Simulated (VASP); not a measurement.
Set up this calculation in VASP 6.6.1, as the native input.

| Property | Result |
| --- | --- |
| Task | single point |
| Functional | PBEsol |
| Potentials or basis | VASP PAW PBE potentials, release 64 (Ca_sv, O) |
| Cutoff | 520 eV |
| k mesh | 8 × 8 × 8 |
| Occupations | gaussian, width 0.01 eV |
| Spin | no spin polarisation |
| Dipole correction | no |
| Further INCAR settings | ALGO = Normal; EDIFF = 1e-06; NBANDS = 15 |

The structure of CaO lies in POSCAR:

```
CaO
1.0
    2.4312477857      2.4312477857      0.0000000000
   -2.4312477857      2.4312477857      0.0000000000
    0.0000000000      2.4312477857      2.3596432911
Ca O
1 1
Direct
    0.0000000000      0.0000000000      0.0000000000
    0.5000000000      0.5000000000      0.0000000000
```

This cell differs from its parent crystal: in-plane strain +0.02, then relaxed in part.

One way to write it, as run:

INCAR

```
SYSTEM = CaO
PREC     = Accurate       ! precision mode
ENCUT    = 520            ! plane-wave cutoff, eV
EDIFF    = 1E-6           ! SCF threshold, eV
ISMEAR   = 0              ! smearing method
SIGMA    = 0.01           ! smearing width, eV
LREAL    = .FALSE.        ! projectors in reciprocal space
LASPH    = .TRUE.         ! aspherical terms in the spheres
NELM     = 80             ! most SCF steps
ALGO     = Normal         ! electronic algorithm
ISIF     = 2              ! what is computed and relaxed
LWAVE    = .FALSE.        ! write WAVECAR
LCHARG   = .TRUE.         ! write CHGCAR
GGA      = PS             ! functional
LELF     = .TRUE.         ! ELF
LVHAR    = .TRUE.       
NBANDS   = 15             ! bands
```

KPOINTS

```
regular mesh
0
G
  8 8 8
  0 0 0
```

Potentials or basis: VASP PAW PBE potentials, release 64 (Ca_sv, O).

Launch:

```console
$ cat potpaw_PBE.64/Ca_sv/POTCAR potpaw_PBE.64/O/POTCAR > POTCAR
$ mpirun -np 1 vasp_std > vasp.out
```

Results of the run:

- Pressure: -2.4 GPa
- Band gap on the k mesh: 3.42 eV, indirect (least direct gap 3.89 eV)

Caveat: the cell differs from its parent crystal (in-plane strain +0.02, then relaxed in part); the PAW data sets were made with another functional, which shifts forces and pressure a little.

Run time: 22 s on 1 thread of Intel Xeon 6975P-C, with other jobs on the host, peak memory 0.17 GiB.
